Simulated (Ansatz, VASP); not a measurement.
# One calculation of Ta3Ga, two programs

File INCAR:

```
SYSTEM = Ta3Ga
ALGO = Fast
EDIFF = 1E-6
ENCUT = 520
GGA = PE
ISIF = 2
ISMEAR = 0
LASPH = .True.
LCHARG = .False.
LREAL = .False.
LWAVE = .False.
NBANDS = 31
NELM = 80
PREC = Accurate
SIGMA = 0.1
```

The input KPOINTS:

```
k-points
0
Gamma
  4 4 4
  0 0 0
```

The input POSCAR:

```
Ta3Ga
1.0
    4.1320434700      0.0000000000      0.0000000000
    0.0000000000      4.1320434700      0.0000000000
    0.0000000000      0.0000000000      4.1320434700
Ta Ga
3 1
Direct
    0.0000000000      0.5000000000      0.5000000000
    0.5000000000      0.0000000000      0.5000000000
    0.5000000000      0.5000000000      0.0000000000
    0.0000000000      0.0000000000      0.0000000000
```

Input for Ansatz:

```yaml
crystal:
  lattice:
    - [4.13204347, 0.0, 0.0]
    - [0.0, 4.13204347, 0.0]
    - [0.0, 0.0, 4.13204347]
  atoms:
    - { symbol: Ta, position: [0.0, 0.5, 0.5] }
    - { symbol: Ta, position: [0.5, 0.0, 0.5] }
    - { symbol: Ta, position: [0.5, 0.5, 0.0] }
    - { symbol: Ga, position: [0.0, 0.0, 0.0] }
basis:
  ecutwfc: 420
kpoints:
  mp_grid: { grid: [4, 4, 4] }
hamiltonian:
  xc: pbe
scf:
  occupations: { method: gaussian, width: 0.1 }
  lower_state_search: "off"
output:
  forces: true
  stress: true
  eigenvalues: true
```

Alike in both runs: task single point; functional PBE; k mesh 4 × 4 × 4; occupations gaussian, width 0.1 eV; no spin polarisation.

```csv
,VASP,Ansatz
version,VASP 6.6.1,Ansatz 0.2.0
potentials or method,"VASP PAW PBE potentials, release 64 (Ta_pv, Ga_d), cutoff 520 eV","scalar-relativistic, plane waves, PAW"
valence electrons in the cell,46,52
```

|  | VASP | Ansatz | Ansatz less VASP |
| --- | --- | --- | --- |
| gap on the k mesh at the Fermi level (eV) | none | none | - |
| pressure (GPa) | -1.0 | -1.2 | -0.15 |

A gap of «none» marks a metal or a gap that the smearing closes. VASP's potentials hold 46 valence electrons a cell and Ansatz's 52, so a difference there can come from the potentials and not from the codes.

The k mesh is coarse, so the values compare programs but aren't converged. Neither program's run includes spin-orbit coupling.
